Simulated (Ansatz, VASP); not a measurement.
# IrF in VASP and in Ansatz

The input INCAR:

```
SYSTEM = IrF
  PREC = Accurate
  ENCUT = 520
  EDIFF = 1E-6
  ISMEAR = 0
  SIGMA = 0.1
  LREAL = .FALSE.
  LASPH = .TRUE.
  NELM = 150
  ALGO = Normal
  ISIF = 2
  LWAVE = .FALSE.
  LCHARG = .TRUE.
  ISPIN = 2
  MAGMOM = 1 0
  LORBIT = 11
  LMAXMIX = 4
  GGA = PE
  LELF = .TRUE.
  LVHAR = .TRUE.
  NBANDS = 19
```

File KPOINTS:

```
regular mesh
0
G
  6 6 4
  0 0 0
```

POSCAR

```
IrF
1.0
    2.6037899400      0.0000000000      0.0000000000
   -1.3018949700      2.2549482400      0.0000000000
    0.0000000000      0.0000000000      4.4154837400
Ir F
1 1
Direct
    0.6666666700      0.3333333300      0.0000000000
    0.0000000000      0.0000000000      0.5000000000
```

Input for Ansatz:

```yaml
crystal:
  lattice:
    - [2.60378994, 0.0, 0.0]
    - [-1.30189497, 2.25494824, 0.0]
    - [0.0, 0.0, 4.41548374]
  atoms:
    - { symbol: Ir, position: [0.66666667, 0.33333333, 0.0], spin: 1.0 }
    - { symbol: F, position: [0.0, 0.0, 0.5] }
basis:
  ecutwfc: 420
kpoints:
  mp_grid: { grid: [6, 6, 4] }
hamiltonian:
  xc: pbe
scf:
  occupations: { method: gaussian, width: 0.1 }
  lower_state_search: "off"
output:
  forces: true
  stress: true
  eigenvalues: true
  populations: true
magnetization:
  spin_polarized: true
```

Change from the starting cell: species swapped into the BiPb type (P-6m2, No. 187).

Alike in both runs: task single point; functional PBE; k mesh 6 × 6 × 4; occupations gaussian, width 0.1 eV; collinear spin.

```csv
,VASP,Ansatz
version,VASP 6.6.1,Ansatz 0.2.0
potentials or method,"VASP PAW PBE potentials, release 64 (Ir, F), cutoff 520 eV","scalar-relativistic, plane waves, PAW"
valence electrons in the cell,16,24
```

Ansatz gave:

```
gap on the k mesh at the Fermi level (eV)                     : none
pressure (GPa)                                                : -1.4
traceless stress, the component that is largest in VASP (GPa) : -15.86
net moment per atom (μB)                                      : 0.08
size of the moment on the site where the two differ most (μB) : 0.14
```

Q: What did VASP give for the same quantities?

A: gap on the k mesh at the Fermi level (eV): none; pressure (GPa): -1.5; traceless stress, the component that is largest in VASP (GPa): -16.22; net moment per atom (μB): 0.08; size of the moment on the site where the two differ most (μB): 0.14.

Site moments also hang on the region over which each program counts them. A gap of «none» marks a metal or a gap that the smearing closes. The functional is the same, so the differences come from potentials, cutoffs and numerics. VASP's potentials hold 16 valence electrons a cell and Ansatz's 24, so a difference there can come from the potentials and not from the codes.

The k mesh is coarse, so the values compare programs but aren't converged. Spin-orbit coupling is off throughout.
